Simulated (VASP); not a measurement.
Wanted: the native input for a VASP 6.6.1 run.

```
Task                   : relaxation of the atoms
Functional             : LDA
Potentials or basis    : VASP PAW LDA potentials, release 64 (K_sv, I, Br)
Cutoff                 : 520 eV
k mesh                 : 6 × 6 × 2
Occupations            : gaussian, width 0.05 eV
Spin                   : no spin polarisation
Dipole correction      : no
Further INCAR settings : ALGO = Normal; EDIFF = 1e-06; IBRION = 2; EDIFFG = -0.01; NSW = 50
```

The structure of K3I2Br lies in POSCAR:

```
K3I2Br
1.0
    4.5933000000      0.0000000000      0.0000000000
   -2.2966500000      3.9779144872      0.0000000000
    0.0000000000      0.0000000000     11.5680398841
K I Br
3 2 1
Direct
    0.0000000000      0.0000000000      0.5000000000
    0.3333333333      0.6666666667      0.1500969033
    0.6666666667      0.3333333333      0.8499030967
    0.3333333333      0.6666666667      0.6750221222
    0.6666666667      0.3333333333      0.3249778778
    0.0000000000      0.0000000000      0.0000000000
```

One way to write it, as run:

INCAR

```
SYSTEM = K3I2Br
PREC = Accurate
ENCUT = 520
EDIFF = 1E-6
ISMEAR = 0
SIGMA = 0.05
LREAL = .FALSE.
LASPH = .TRUE.
NELM = 100
ALGO = Normal
ISIF = 2
LWAVE = .FALSE.
LCHARG = .FALSE.
GGA = CA
IBRION = 2
NSW = 50
EDIFFG = -0.01
```

KPOINTS

```
regular mesh
0
G
  6 6 2
  0 0 0
```

Potentials or basis: VASP PAW LDA potentials, release 64 (K_sv, I, Br).

Run with:

```bash
$ cat potpaw_LDA.64/K_sv/POTCAR potpaw_LDA.64/I/POTCAR potpaw_LDA.64/Br/POTCAR > POTCAR
$ mpirun -np 1 vasp_std > vasp.out
```

Results of the run:

| Property | Result |
| --- | --- |
| Pressure after relaxing | 1.1 GPa |
| Band gap on the k mesh | 3.83 eV |

Caveat: the relaxation stopped at its first step, so nothing moved; spin-orbit coupling is left out, which moves the levels of the heavy elements.

It took 2.2 min on 1 thread of Intel(R) Xeon(R) Platinum 8488C (Sapphire Rapids), with other jobs on the host, peak memory 0.3 GiB.
